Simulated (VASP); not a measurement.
Input of a VASP 6.6.1 run:

Contents of INCAR:

```
PREC = Accurate
ENCUT = 520
EDIFF = 1E-7
ISMEAR = 0
SIGMA = 0.15
LREAL = F
LASPH = T
NELM = 100
ALGO = Fast
ISIF = 2
LWAVE = F
LCHARG = F
GGA = PS
NBANDS = 13
```

The input KPOINTS:

```
regular mesh
0
Gamma
  18 18 18
```

POSCAR

```
Sn
1.0
   -1.8378122646      1.8378122646      1.8946518192
    1.8378122646     -1.8378122646      1.8946518192
    1.8378122646      1.8378122646     -1.8946518192
Sn
1
Direct
    0.0000000000      0.0000000000      0.0000000000
```

Potentials or basis: VASP PAW PBE potentials, release 64 (Sn_d).

The run is started by

```console
$ cat potpaw_PBE.64/Sn_d/POTCAR > POTCAR
$ mpirun -np 1 vasp_std > vasp.out
```

(1) Predict the band gap on the k mesh.

(2) Estimate the pressure.

## Answers

(1) zero (band 7 reaches 17.07 eV, above the bottom of band 8 at 6.03 eV).

(2) 1.3 GPa.

Caveat: the cell differs from its parent crystal (strain -0.030 along x and y, +0.000 along z); the PAW data sets were made with another functional, which shifts forces and pressure a little; spin-orbit coupling is left out, which moves the levels of the heavy elements.
